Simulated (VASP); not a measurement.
Crystal: Al2P3.

```xyz
5
Lattice="3.2944 0.0000 0.0000 0.0000 5.3783 2.5693 0.0000 -5.3783 2.5693" Properties=species:S:1:pos:R:3 pbc="T T T"
Al    1.6472   -3.8725    2.4358
Al    1.6472    3.8725    2.4358
P     1.6472    1.4917    2.6151
P     1.6472   -1.4917    2.6151
P     0.0000    0.0000    0.8615
```

* Program: VASP 6.6.1
* Task: relaxation of cell and atoms
* Functional: PBE
* Potentials or basis: VASP PAW PBE potentials, release 64 (Al, P)
* Cutoff: 600 eV
* k mesh: 6 × 4 × 4
* Occupations: gaussian, width 0.1 eV
* Spin: no spin polarisation

At the start: pressure 0.3 GPa; volume 18.21 Å³/atom.

**Question.** Where does the relaxation end?

**Answer.** Over 16 steps the energy falls by 7.1 meV/atom and the volume is 18.66 Å³/atom (+2.5 %); space group Amm2 (No. 38, to 0.05 Å).

The path:
```csv
step,energy change (eV),largest force (eV/Å),pressure (GPa),volume (Å³)
1,0.0000,0.1434,0.28,91.05
2,-0.0032,0.1009,0.04,91.46
3,-0.0051,0.1089,-0.30,92.12
4,-0.0072,0.1200,-0.26,92.16
5,-0.0128,0.1596,-0.15,92.29
6,-0.0202,0.2477,0.05,92.52
7,-0.0061,0.4402,0.84,92.91
8,-0.0209,0.2903,0.16,92.60
9,-0.0237,0.2641,0.14,92.70
10,-0.0292,0.1907,0.15,93.00
11,-0.0271,0.1324,0.30,93.59
12,-0.0306,0.1476,0.19,93.22
13,-0.0322,0.1236,0.09,93.33
14,-0.0339,0.0826,-0.15,93.59
15,-0.0349,0.0579,-0.04,93.49
16,-0.0357,0.0379,0.18,93.30
```

Final structure:
```
Al P
1.0
     3.34969    0.00000    0.00000
     0.00000    5.56685    2.50170
     0.00000   -5.56685    2.50170
Al P
2 3
Direct
  0.50000 0.12353 0.84654
  0.50000 0.84654 0.12353
  0.50000 0.65319 0.35731
  0.50000 0.35731 0.65319
  0.00000 0.15294 0.15294
```
